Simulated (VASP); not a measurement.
Crystal: Mg.

```
CELL_PARAMETERS angstrom
3.17683 0.00000 0.00000
-1.58841 2.75121 0.00000
0.00000 0.00000 10.31886
ATOMIC_POSITIONS crystal
Mg 0.00000 0.00000 0.00000
Mg 0.33333 0.66667 0.25000
Mg 0.00000 0.00000 0.50000
Mg 0.66667 0.33333 0.75000
```

```yaml
Program: VASP 6.6.1
Task: relaxation of cell and atoms
Functional: LDA
Potentials_or_basis: VASP PAW LDA potentials, release 64 (Mg)
Cutoff: 600 eV
k_mesh: 8 × 8 × 3
Occupations: fermi-dirac, width 0.02 eV
Spin: no spin polarisation
```

At the start: pressure -1.7 GPa; volume 22.55 Å³/atom.

Problem. How do energy, volume and symmetry change on relaxing?

Solution. Over 3 steps the energy falls by 5.7 meV/atom and the volume is 21.54 Å³/atom (-4.5 %); space group P6_3/mmc (No. 194, to 0.05 Å).

Step by step:
```
step  energy change (eV)  largest force (eV/Å)  pressure (GPa)  volume (Å³)
   1              0.0000                0.0000           -1.71        90.19
   2             -0.0215                0.0000           -0.44        87.08
   3             -0.0228                0.0000           -0.01        86.15
```

Final structure:
```cif
data_structure
_symmetry_space_group_name_H-M 'P 1'
_symmetry_Int_Tables_number 1
_cell_length_a 3.1322
_cell_length_b 3.1322
_cell_length_c 10.1394
_cell_angle_alpha 90.000
_cell_angle_beta 90.000
_cell_angle_gamma 120.000
_cell_volume 86.15
loop_
_atom_site_label
_atom_site_type_symbol
_atom_site_fract_x
_atom_site_fract_y
_atom_site_fract_z
_atom_site_occupancy
Mg1 Mg 0.00000 0.00000 0.00000 1
Mg2 Mg 0.33333 0.66667 0.25000 1
Mg3 Mg 0.00000 0.00000 0.50000 1
Mg4 Mg 0.66667 0.33333 0.75000 1
```
